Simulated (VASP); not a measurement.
Runs of VASP 6.6.1 on Cu. The structure is that of space group I4/mmm (No. 139), or close to it. The cells are those of the table. 

| cell | gap on the mesh (eV) | pressure (GPa) |
| --- | --- | --- |
| a = 2.445 Å, angles 106.3, 106.3, 115.9°, 1 atom | none | (a) |
| a = 2.455 Å, angles 104.9, 104.9, 119.0°, 1 atom | none | -1.3 |
| a = 2.410 Å, angles 107.1, 107.1, 114.4°, 1 atom | none | 5.1 |
| a = 2.417 Å, angles 105.6, 105.6, 117.5°, 1 atom | none | 5.7 |
| a = 2.450 Å, angles 105.6, 105.6, 117.5°, 1 atom | none | -1.9 |
| a = 2.376 Å, angles 107.1, 107.1, 114.4°, 1 atom | none | 14.5 |
| a = 2.439 Å, angles 104.9, 104.9, 119.0°, 1 atom | none | 2.3 |
| a = 2.406 Å, angles 104.9, 104.9, 119.0°, 1 atom | none | (b) |
| a = 2.396 Å, angles 106.3, 106.3, 115.9°, 1 atom | none | 9.8 |
| a = 2.434 Å, angles 105.6, 105.6, 117.5°, 1 atom | none | 1.7 |
| a = 2.401 Å, angles 105.6, 105.6, 117.5°, 1 atom | none | 10.2 |
| a = 2.466 Å, angles 105.6, 105.6, 117.5°, 1 atom | none | -5.1 |

Alike in all rows: task single point; level LDA; potentials or basis VASP PAW LDA potentials, release 64 (Cu); no spin polarisation; k mesh 24 × 24 × 24; cutoff (eV) 520; smearing gaussian 0.15 eV.

Problem. Fill in the values left out.

Solution. (a) -2.0; (b) 10.9.

Caveats: the cell stands under pressure (at least some runs); the cell stands under tension (at least some runs).

A gap of «none» marks levels without a gap at the run's occupations.
